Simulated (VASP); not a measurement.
# Cr (Im-3m) in VASP: further runs

Runs on Cr. Level: PBE. Tasks: single point, relaxation of volume and atoms at fixed shape.

Everything below comes from runs of VASP 6.6.1. Logs are shortened: lines on timing, memory, paths and dates and some standing lists are left out, and cuts for length are marked.

## 1. The cell of the first run

It takes space group Im-3m (No. 229, cubic). The conventional cell has a = 2.846 Å, b = 2.846 Å, c = 2.846 Å, α = 90.00°, β = 90.00°, γ = 90.00°. Within 3.3 Å of Cr (site symmetry m-3m) lie 14 Cr at 2.47 to 2.85 Å.

## 2. Single point, PBE, collinear spin, ferromagnetic start

Contents of INCAR:

```
SYSTEM = Cr
PREC     = Accurate       ! precision mode
ENCUT    = 520            ! plane-wave cutoff, eV
EDIFF    = 1E-6           ! SCF threshold, eV
ISMEAR   = 0              ! smearing method
SIGMA    = 0.1            ! smearing width, eV
LREAL    = .FALSE.        ! projectors in reciprocal space
LASPH    = .TRUE.         ! aspherical terms in the spheres
NELM     = 150            ! most SCF steps
ALGO     = Normal         ! electronic algorithm
ISIF     = 2              ! what is computed and relaxed
LWAVE    = .FALSE.        ! write WAVECAR
LCHARG   = .FALSE.        ! write CHGCAR
ISPIN    = 2              ! spin polarisation
MAGMOM   = 3              ! initial moments
LORBIT   = 11             ! projections on sites
LMAXMIX  = 4              ! l up to which the mixer works
GGA      = PE             ! functional
NBANDS   = 16             ! bands
```

Contents of KPOINTS:

```
Automatic mesh
0
G
  12 12 12
  0 0 0
```

Contents of POSCAR:

```
Cr
1.0
   -1.4231914205      1.4231914205      1.4231914205
    1.4231914205     -1.4231914205      1.4231914205
    1.4231914205      1.4231914205     -1.4231914205
Cr
1
Direct
    0.0000000000      0.0000000000      0.0000000000
```

Potentials or basis: VASP PAW PBE potentials, release 64 (Cr_pv).

Launch:

```console
$ cat potpaw_PBE.64/Cr_pv/POTCAR > POTCAR
$ mpirun -np 1 vasp_std > vasp.out
```

OUTCAR:

```text
SYSTEM = Cr
   PREC = Accurate
   ENCUT = 520
   EDIFF = 1E-6
   ISMEAR = 0
   LREAL = .FALSE.
   LASPH = .TRUE.
   NELM = 150
   ISIF = 2
   ISPIN = 2
   LORBIT = 11
   GGA = PE

 ion  position               nearest neighbor table
   1  0.000  0.000  0.000-

  LATTYP: Found a body centered cubic cell.
 ALAT       =     2.8463828410

  Lattice vectors:

 A1 = (  -1.4231914205,   1.4231914205,   1.4231914205)
 A2 = (   1.4231914205,  -1.4231914205,   1.4231914205)
 A3 = (   1.4231914205,   1.4231914205,  -1.4231914205)

Analysis of symmetry for initial positions (statically):
=====================================================================
 Subroutine PRICEL returns:
 Original cell was already a primitive cell.

 Routine SETGRP: Setting up the symmetry group for a
 body centered cubic supercell.

 Subroutine GETGRP returns: Found 48 space group operations
 (whereof 48 operations were pure point group operations)
 out of a pool of 48 trial point group operations.

The static configuration has the point symmetry O_h .

Analysis of symmetry for dynamics (positions and initial velocities):
=====================================================================
 Subroutine PRICEL returns:
 Original cell was already a primitive cell.

 Routine SETGRP: Setting up the symmetry group for a
 body centered cubic supercell.

 Subroutine GETGRP returns: Found 48 space group operations
 (whereof 48 operations were pure point group operations)
 out of a pool of 48 trial point group operations.

The dynamic configuration has the point symmetry O_h .

Analysis of structural, dynamic, and magnetic symmetry:
=====================================================================
 Subroutine PRICEL returns:
 Original cell was already a primitive cell.

 Routine SETGRP: Setting up the symmetry group for a
 body centered cubic supercell.

 Subroutine GETGRP returns: Found 48 space group operations
 (whereof 48 operations were pure point group operations)
 out of a pool of 48 trial point group operations.

The overall configuration has the point symmetry O_h .

 Subroutine INISYM returns: Found 48 space group operations
 (whereof 48 operations are pure point group operations),
 and found     1 'primitive' translations

----------------------------------------------------------------------------------------

                                     Primitive cell

  volume of cell :      11.5305

  direct lattice vectors                    reciprocal lattice vectors
    -1.423191421  1.423191421  1.423191421     0.000000000  0.351323085  0.351323085
     1.423191421 -1.423191421  1.423191421     0.351323085  0.000000000  0.351323085
     1.423191421  1.423191421 -1.423191421     0.351323085  0.351323085  0.000000000

  length of vectors
     2.465039849  2.465039849  2.465039849     0.496845871  0.496845871  0.496845871

  position of ions in fractional coordinates (direct lattice)
     0.000000000  0.000000000  0.000000000

  ion indices of the primitive-cell ions
   primitive index   ion index
                 1           1

----------------------------------------------------------------------------------------

 KPOINTS: Automatic mesh

Automatic generation of k-mesh.
 Grid dimensions read from file:
 generate k-points for:   12   12   12

 Generating k-lattice:

  Cartesian coordinates                     Fractional coordinates (reciprocal lattice)
     0.000000000  0.029276924  0.029276924     0.083333333  0.000000000  0.000000000
     0.029276924  0.000000000  0.029276924     0.000000000  0.083333333  0.000000000
     0.029276924  0.029276924  0.000000000     0.000000000  0.000000000  0.083333333

  Length of vectors
     0.041403823  0.041403823  0.041403823

  Shift w.r.t. Gamma in fractional coordinates (k-lattice)
     0.000000000  0.000000000  0.000000000

 Subroutine IBZKPT returns following result:
 ===========================================

 Found     72 irreducible k-points:

 Following reciprocal coordinates:
            Coordinates               Weight
  0.000000  0.000000  0.000000      1.000000
  0.083333  0.000000  0.000000     12.000000
  0.166667  0.000000  0.000000     12.000000
  0.250000  0.000000  0.000000     12.000000
  0.333333  0.000000  0.000000     12.000000
  0.416667  0.000000  0.000000     12.000000
[... 16 lines left out ...]
  0.333333  0.083333  0.083333     24.000000
  0.416667  0.083333  0.083333     12.000000
 [... further k-points ...]
   k-points           NKPTS =     72   k-points in BZ     NKDIM =     72   number of bands    NBANDS=     16
   number of dos      NEDOS =    301   number of ions     NIONS =      1
   total plane-waves  NPLWV =   5832
   dimension x,y,z NGX =    18 NGY =   18 NGZ =   18
   dimension x,y,z NGXF=    36 NGYF=   36 NGZF=   36
   ions per type =               1
   NGX,Y,Z   is equivalent  to a cutoff of  12.14, 12.14, 12.14 a.u.
   NGXF,Y,Z  is equivalent  to a cutoff of  24.28, 24.28, 24.28 a.u.
 SYSTEM =  Cr
   PREC   = accura    normal or accurate (medium, high low for compatibility)
   ISTART =      0    job   : 0-new  1-cont  2-samecut
   ICHARG =      2    charge: 1-file 2-atom 10-const
   ISPIN  =      2    spin polarized calculation?
   LNONCOLLINEAR =      F non collinear calculations
   LSORBIT =      F    spin-orbit coupling
   LASPH  =      T    aspherical Exc in radial PAW
   ENCUT  =  520.0 eV  38.22 Ry    6.18 a.u.   4.58  4.58  4.58*2*pi/ulx,y,z
   NELM   =    150;   NELMIN=  2; NELMDL= -5     # of ELM steps
   EDIFF  = 0.1E-05   stopping-criterion for ELM
   LREAL  =      F    real-space projection
   EDIFFG = 0.1E-04   stopping-criterion for IOM
   NSW    =      0    number of steps for IOM
   IBRION =     -1    ionic relax: 0-MD 1-quasi-New 2-CG
   NFREE  =      0    steps in history (QN), initial steepest desc. (CG)
   ISIF   =      2    stress and relaxation
   ISYM   =      2    0-nonsym 1-usesym 2-fastsym
   POTIM  = 0.5000    time-step for ionic-motion
   TEBEG  =    0.0;   TEEND  =   0.0 temperature during run
   PSTRESS=    0.0 pullay stress
   NELECT =      12.0000    total number of electrons
   NUPDOWN=      -1.0000    fix difference up-down
   EMIN   =  10.00;   EMAX   =-10.00  energy-range for DOS
   EFERMI =   0.00;   METHOD = LEGACY
   ISMEAR =     0;   SIGMA  =   0.10  broadening in eV -4-tet -1-fermi 0-gaus
   EFERMI_NEDOS =   21; number of points for ismear=-14 and -15
   IALGO  =     38    algorithm
   IMIX   =      4    mixing-type and parameters
     AMIX     =   0.40;   BMIX     =  1.00
     AMIX_MAG =   1.60;   BMIX_MAG =  1.00
  volume/ion in A,a.u.               =      11.53        77.81
  Fermi-wavevector in a.u.,A,eV,Ry     =   1.659021  3.135095 37.448013  2.752351
  Thomas-Fermi vector in A             =   2.746502
   LORBIT       =     11    0 simple, 1 ext, 2 COOP (PROOUT), +10 PAW based schemes
   GGA     = PE    functional components
   LHFCALC =     F    Hartree Fock is set to
   AEXX    =    0.0000 exact exchange contribution
   IVDW    =     0    specifies the selected vdW correction
   LEPSILON=     F    determine dielectric tensor
   LRPA    =     F    only Hartree local field effects (RPA)
 spin polarized calculation
 Gauss-broadening in eV      SIGMA  =   0.10
  energy-cutoff  :      520.00
  volume of cell :       11.53
 maximum number of plane-waves:       321
   NGX =  9   NGY =  9   NGZ =  9

 number of electron      11.9999995 magnetization      -0.0027698

 number of electron      11.9999995 magnetization       0.0000385

 Free energy of the ion-electron system (eV)
  ---------------------------------------------------
  ext. energy  EPLUGINS =         0.00000000
  ---------------------------------------------------
  free energy    TOTEN  =        -9.52106485 eV

  energy without entropy =       -9.51916646  energy(sigma->0) =       -9.52011565

 E-fermi :  10.9942     XC(G=0): -13.6806

 val. band max:       10.8973459838   @ k =   0.1667   0.0000   0.0000
 cond. band min:      11.0667527893   @ k =  -0.3333   0.3333   0.2500
 fundamental gap:      0.1694068056
 Fermi energy:        10.9941825717

 spin component 1

 k-point     1 :       0.0000    0.0000    0.0000
  band No.  band energies     occupation
      1     -31.6995      1.00000
      2     -31.6995      1.00000
      3     -31.6995      1.00000
      4       3.1349      1.00000
      5      10.1040      1.00000
      6      10.1040      1.00000
[... 8 lines left out ...]
     15      40.8250      0.00000
     16      45.4137      0.00000

 k-point     2 :       0.0833    0.0000    0.0000
  band No.  band energies     occupation
      1     -31.7641      1.00000
      2     -31.7193      1.00000
      3     -31.6999      1.00000
      4       3.4386      1.00000
      5       9.9870      1.00000
      6      10.0811      1.00000
[... 8 lines left out ...]
     15      41.4146      0.00000
     16      42.8214      0.00000
[... 387 lines left out ...]
      5       8.5537      1.00000
      6      10.3058      1.00000
[... 8 lines left out ...]
     15      42.6884      0.00000
     16      44.0986      0.00000

 k-point    24 :       0.4167    0.0833    0.0833
  band No.  band energies     occupation
      1     -32.5581      1.00000
      2     -32.0315      1.00000
      3     -31.7650      1.00000
      4       7.0372      1.00000
      5       8.4761      1.00000
      6      10.8335      0.98845
[... 8 lines left out ...]
     15      42.9408      0.00000
     16      43.4449      0.00000

 [... further k-points ...]

 spin component 2

 k-point     1 :       0.0000    0.0000    0.0000
  band No.  band energies     occupation
      1     -31.6995      1.00000
      2     -31.6995      1.00000
      3     -31.6995      1.00000
      4       3.1350      1.00000
      5      10.1040      1.00000
      6      10.1040      1.00000
[... 8 lines left out ...]
     15      40.8250      0.00000
     16      45.4137      0.00000

 k-point     2 :       0.0833    0.0000    0.0000
  band No.  band energies     occupation
      1     -31.7641      1.00000
      2     -31.7193      1.00000
      3     -31.6999      1.00000
      4       3.4386      1.00000
      5       9.9870      1.00000
      6      10.0811      1.00000
[... 8 lines left out ...]
     15      41.4146      0.00000
     16      42.8214      0.00000
[... 387 lines left out ...]
      5       8.5537      1.00000
      6      10.3058      1.00000
[... 8 lines left out ...]
     15      42.6884      0.00000
     16      44.0986      0.00000

 k-point    24 :       0.4167    0.0833    0.0833
  band No.  band energies     occupation
      1     -32.5581      1.00000
      2     -32.0314      1.00000
      3     -31.7650      1.00000
      4       7.0372      1.00000
      5       8.4762      1.00000
      6      10.8336      0.98844
[... 8 lines left out ...]
     15      42.9408      0.00000
     16      43.4449      0.00000

 [... further k-points ...]
[... 5 lines left out ...]
  --------------------------------------------------------------------------------------
  -------------------------------------------------------------------------------------
  Total       -0.0339594     -0.0339594     -0.0339594     -0.0000000     -0.0000000     -0.0000000
  in kB       -4.7186871     -4.7186871     -4.7186871     -0.0000000     -0.0000000     -0.0000000
  external PRESSURE =      -4.7186871 kB  Pullay stress =       0.0000000 kB

 VOLUME and BASIS-vectors are now :
 -----------------------------------------------------------------------------
  energy-cutoff  :      520.00
  volume of cell :       11.53
      direct lattice vectors                 reciprocal lattice vectors
    -1.423191421  1.423191421  1.423191421     0.000000000  0.351323085  0.351323085
     1.423191421 -1.423191421  1.423191421     0.351323085  0.000000000  0.351323085
     1.423191421  1.423191421 -1.423191421     0.351323085  0.351323085  0.000000000

 POSITION                                       TOTAL-FORCE (eV/Angst)
 -----------------------------------------------------------------------------------
      0.00000      0.00000      0.00000        -0.000000      0.000000      0.000000
 -----------------------------------------------------------------------------------
    total drift:                                0.000000     -0.000000      0.000000

  FREE ENERGIE OF THE ION-ELECTRON SYSTEM (eV)
  ---------------------------------------------------
  free  energy   TOTEN  =        -9.5210648481 eV

  energy  without entropy=       -9.5191664570  energy(sigma->0) =       -9.52011565

 total charge

# of ion       s       p       d       tot
------------------------------------------
    1        0.441   6.401   4.223  11.065

 magnetization (x)

# of ion       s       p       d       tot
------------------------------------------
    1       -0.000   0.000   0.000   0.000
```

Run time: 14 s. Hardware: 1 thread of AMD EPYC 9R45 (Zen 5), shared host; peak memory 0.1 GiB.

Results:

```yaml
Free_energy: -9.5211 eV
Pressure: -0.5 GPa
Band_gap_on_the_k_mesh: zero (filled and empty bands overlap)
Net_moment: 0.00 μB per cell
Valence_electrons_inside_the_program's_atomic_spheres: Cr 11.06
```

Caveat: an empty level that is flat over the whole mesh can mark a ghost state of the potentials, or a narrow d or f band; the moments typed at the start vanished in this run.

## 3. Relaxation of volume and atoms at fixed shape, PBE, collinear spin, ferromagnetic start

This run uses another cell than the first one, of 11.99 Å³/atom.

Contents of INCAR:

```
SYSTEM = Cr
PREC = Accurate
ENCUT = 600
EDIFF = 1E-6
ISMEAR = 0
SIGMA = 0.1
LREAL = .False.
LASPH = .True.
NELM = 150
ALGO = Normal
ISIF = 8
LWAVE = .False.
LCHARG = .False.
ISPIN = 2
MAGMOM = 3
LORBIT = 11
LMAXMIX = 4
GGA = PE
IBRION = 2
NSW = 80
EDIFFG = -0.03
```

Contents of KPOINTS:

```
Automatic mesh
0
Gamma
  12 12 12
  0 0 0
```

Contents of POSCAR:

```
Cr
1.0
   -1.4419500000      1.4419500000      1.4419500000
    1.4419500000     -1.4419500000      1.4419500000
    1.4419500000      1.4419500000     -1.4419500000
Cr
1
Direct
    0.0000000000      0.0000000000      0.0000000000
```

Potentials or basis: VASP PAW PBE potentials, release 64 (Cr_pv).

Launch:

```console
$ cat potpaw_PBE.64/Cr_pv/POTCAR > POTCAR
$ mpirun -np 1 vasp_std > vasp.out
```

OUTCAR:

```text
SYSTEM = Cr
   PREC = Accurate
   ENCUT = 600
   EDIFF = 1E-6
   ISMEAR = 0
   LREAL = .False.
   LASPH = .True.
   NELM = 150
   ISIF = 8
   ISPIN = 2
   LORBIT = 11
   GGA = PE
   IBRION = 2
   NSW = 80
   EDIFFG = -0.03

 ion  position               nearest neighbor table
   1  0.000  0.000  0.000-

  LATTYP: Found a body centered cubic cell.
 ALAT       =     2.8839000000

  Lattice vectors:

 A1 = (  -1.4419500000,   1.4419500000,   1.4419500000)
 A2 = (   1.4419500000,  -1.4419500000,   1.4419500000)
 A3 = (   1.4419500000,   1.4419500000,  -1.4419500000)

Analysis of symmetry for initial positions (statically):
=====================================================================
 Subroutine PRICEL returns:
 Original cell was already a primitive cell.

 Routine SETGRP: Setting up the symmetry group for a
 body centered cubic supercell.

 Subroutine GETGRP returns: Found 48 space group operations
[... 279 lines left out ...]
      5      10.1210      1.00000
      6      10.1210      1.00000
      7      10.1210      1.00000
      8      12.1848      0.00000
      9      12.1848      0.00000
     10      18.1643      0.00000
     11      33.3403      0.00000
     12      33.3403      0.00000
[... 333 lines left out ...]
      1     -32.5413      1.00000
      2     -32.0124      1.00000
      3     -31.7449      1.00000
      4       7.0500      1.00000
      5       8.4903      1.00000
      6      10.8533      0.98806
      7      12.2767      0.00000
      8      12.5426      0.00000
      9      15.6316      0.00000
     10      18.1573      0.00000
     11      20.9435      0.00000
     12      26.9434      0.00000

 [... further k-points ...]

 spin component 2

 k-point     1 :       0.0000    0.0000    0.0000
  band No.  band energies     occupation
      1     -31.6791      1.00000
      2     -31.6791      1.00000
      3     -31.6791      1.00000
      4       3.1487      1.00000
      5      10.1210      1.00000
      6      10.1210      1.00000
      7      10.1210      1.00000
      8      12.1848      0.00000
      9      12.1848      0.00000
     10      18.1643      0.00000
     11      33.3403      0.00000
     12      33.3403      0.00000
[... 373 lines left out ...]
  FREE ENERGIE OF THE ION-ELECTRON SYSTEM (eV)
  ---------------------------------------------------
  free  energy   TOTEN  =        -9.5212809755 eV

  energy  without entropy=       -9.5193956612  energy(sigma->0) =       -9.52033832

 reached required accuracy - stopping structural energy minimisation

 total charge

# of ion       s       p       d       tot
------------------------------------------
    1        0.441   6.402   4.225  11.068

 magnetization (x)

# of ion       s       p       d       tot
------------------------------------------
    1        0.000   0.000   0.000   0.000
```

OSZICAR:

```text
N       E                     dE             d eps       ncg     rms          rms(c)
DAV:   1     0.874036940846E+02    0.87404E+02   -0.74351E+03  3456   0.126E+03
DAV:   2    -0.844616572720E+01   -0.95850E+02   -0.92395E+02  3540   0.311E+02
[... 25 lines left out ...]
DAV:   2    -0.954855920592E+01    0.82972E+00   -0.22838E+00  3528   0.255E+01    0.110E+00
DAV:   3    -0.952762540302E+01    0.20934E-01   -0.29796E-02  3528   0.297E+00    0.679E-01
DAV:   4    -0.952133365431E+01    0.62917E-02   -0.91296E-03  3648   0.133E+00    0.112E-01
DAV:   5    -0.952130799741E+01    0.25657E-04   -0.24472E-04  3528   0.252E-01    0.607E-02
DAV:   6    -0.952128114577E+01    0.26852E-04   -0.84677E-06  3488   0.429E-02    0.499E-03
DAV:   7    -0.952128097554E+01    0.17022E-06   -0.46111E-07  1904   0.111E-02
   3 F= -.95212810E+01 E0= -.95203383E+01  d E =-.153421E-01  mag=     0.0000
```

Run time: 28 s. Hardware: 1 thread of AMD EPYC 9R45 (Zen 5), shared host; peak memory 0.12 GiB.

Results:

- Free energy: -9.5213 eV
- Relaxed volume: 11.52 Å³/atom
- Relaxed cell: a = 2.464 Å, b = 2.464 Å, c = 2.464 Å, α = 109.47°, β = 109.47°, γ = 109.47°
- Space group after relaxing (to 0.1 Å): Im-3m (No. 229)
- Energy gained by relaxing: 15.3 meV/atom
- Ionic steps: 3
- Pressure after relaxing: -0.3 GPa
- Band gap on the k mesh: zero (filled and empty bands overlap)
- Net moment: 0.00 μB per cell
- Valence electrons inside the program's atomic spheres: Cr 11.07

The path:
```csv
step,energy change (eV),largest force (eV/Å),pressure (GPa),volume (Å³)
1,0.0000,0.0000,-9.75,11.99
2,0.0275,0.0000,19.77,10.77
3,-0.0153,0.0000,-0.27,11.52
```

Final structure:
```
Cr
1.0
    -1.42258    1.42258    1.42258
     1.42258   -1.42258    1.42258
     1.42258    1.42258   -1.42258
Cr
1
Cartesian
  0.0000 0.0000 0.0000
```

Caveat: an empty level that is flat over the whole mesh can mark a ghost state of the potentials, or a narrow d or f band; the moments typed at the start vanished in this run.

The gap in the log of VASP goes by the Fermi energy; the results here count the filled bands.